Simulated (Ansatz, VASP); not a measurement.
**Ru in VASP and in Ansatz**

The input INCAR:

```
PREC     = Accurate       # precision mode
ENCUT    = 520            # plane-wave cutoff, eV
EDIFF    = 1E-6           # SCF threshold, eV
ISMEAR   = 0              # smearing method
SIGMA    = 0.15           # smearing width, eV
LREAL    = False          # projectors in reciprocal space
LASPH    = True           # aspherical terms in the spheres
NELM     = 60             # most SCF steps
ALGO     = Fast           # electronic algorithm
ISIF     = 2              # what is computed and relaxed
LWAVE    = False          # write WAVECAR
LCHARG   = False          # write CHGCAR
GGA      = PS             # functional
NBANDS   = 51             # bands
```

File KPOINTS:

```
regular mesh
0
Gamma
  19 19 4
```

Contents of POSCAR:

```
Ru
1.0
    1.8844236800     -1.8844236800      0.0000000000
    1.8844236800      0.0000000000     -1.8844236800
    7.5376947202      7.5376947202      7.5376947202
Ru
6
Direct
    0.6666666667      0.6666666667      0.1666666667
    0.0000000000      0.0000000000      0.0000000000
    0.3333333333      0.3333333333      0.3333333333
    0.6666666667      0.6666666667      0.6666666667
    0.0000000000      0.0000000000      0.5000000000
    0.3333333333      0.3333333333      0.8333333333
```

Input for Ansatz:

```yaml
crystal:
  lattice:
    - [1.88442368, -1.88442368, 0.0]
    - [1.88442368, 0.0, -1.88442368]
    - [7.5376947202, 7.5376947202, 7.5376947202]
  atoms:
    - { symbol: Ru, position: [0.6666666667, 0.6666666667, 0.1666666667] }
    - { symbol: Ru, position: [0.0, 0.0, 0.0] }
    - { symbol: Ru, position: [0.3333333333, 0.3333333333, 0.3333333333] }
    - { symbol: Ru, position: [0.6666666667, 0.6666666667, 0.6666666667] }
    - { symbol: Ru, position: [0.0, 0.0, 0.5] }
    - { symbol: Ru, position: [0.3333333333, 0.3333333333, 0.8333333333] }
basis:
  ecutwfc: 420
kpoints:
  mp_grid: { grid: [19, 19, 4] }
hamiltonian:
  xc: pbesol
scf:
  occupations: { method: gaussian, width: 0.15 }
output:
  forces: true
  stress: true
  eigenvalues: true
  write_density: true
  write_potential: true
  elf: true
  volumetric_format: npy
```

Alike in both runs: task single point; functional PBEsol; k mesh 19 × 19 × 4; occupations gaussian, width 0.15 eV; no spin polarisation.

```csv
,VASP,Ansatz
version,VASP 6.6.1,Ansatz 0.2.0
potentials or method,"VASP PAW PBE potentials, release 64 (Ru_pv), cutoff 520 eV","scalar-relativistic, plane waves, PAW"
valence electrons in the cell,84,96
```

|  | VASP | Ansatz | Ansatz less VASP |
| --- | --- | --- | --- |
| gap on the k mesh at the Fermi level (eV) | none | none | - |
| pressure (GPa) | -0.1 | -0.1 | +0.07 |

VASP's potentials were made for PBE, not for PBEsol. A gap of «none» marks a metal or a gap that the smearing closes. VASP's potentials hold 84 valence electrons a cell and Ansatz's 96, so a difference there can come from the potentials and not from the codes.
